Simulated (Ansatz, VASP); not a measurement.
K: VASP beside Ansatz

INCAR

```
SYSTEM = K
ALGO = Normal ; EDIFF = 1E-6
ENCUT = 500 ; GGA = CA
GGA_COMPAT = .FALSE. ; ISIF = 2
ISMEAR = -1 ; LASPH = .TRUE.
LCHARG = .FALSE. ; LREAL = .FALSE.
LWAVE = .FALSE. ; NBANDS = 10
NELM = 120 ; PREC = Accurate
SIGMA = 0.15
```

The input KPOINTS:

```
k-points
0
G
  7 7 7
  0 0 0
```

POSCAR

```
K
1.0
    4.3104394900      0.0000000000      0.0000000000
    0.0000000000      4.3104394900      0.0000000000
    0.0000000000      0.0000000000      4.3104394900
K
1
Direct
    0.0000000000      0.0000000000      0.0000000000
```

Input for Ansatz:

```yaml
crystal:
  lattice:
    - [4.31043949, 0.0, 0.0]
    - [0.0, 4.31043949, 0.0]
    - [0.0, 0.0, 4.31043949]
  atoms:
    - { symbol: K, position: [0.0, 0.0, 0.0] }
kpoints:
  mp_grid:
    grid: [7, 7, 7]
    shift: [0.0, 0.0, 0.0]
hamiltonian:
  xc: lda
  pseudopotentials:
    kind: paw
scf:
  convergence:
    dr2_threshold: 1.0e-10
  occupations:
    method: fermi_dirac
    width: 0.15
output:
  forces: true
  stress: true
```

Alike in both runs: task single point; functional LDA; k mesh 7 × 7 × 7; occupations fermi-dirac, width 0.15 eV; no spin polarisation.

|  | VASP | Ansatz |
| --- | --- | --- |
| version | VASP 6.6.1 | Ansatz 0.2.0 |
| potentials or method | VASP PAW LDA potentials, release 64 (K_sv) | plane waves, PAW |
| plane-wave cutoff (eV) | 500 | 420 |
| valence electrons in the cell | 9 | 9 |

|  | VASP | Ansatz | Ansatz less VASP |
| --- | --- | --- | --- |
| pressure (GPa) | -0.4 | -0.4 | +0.02 |

LDA's correlation is that of Perdew and Zunger in VASP and of Perdew and Wang (1992) in Ansatz.
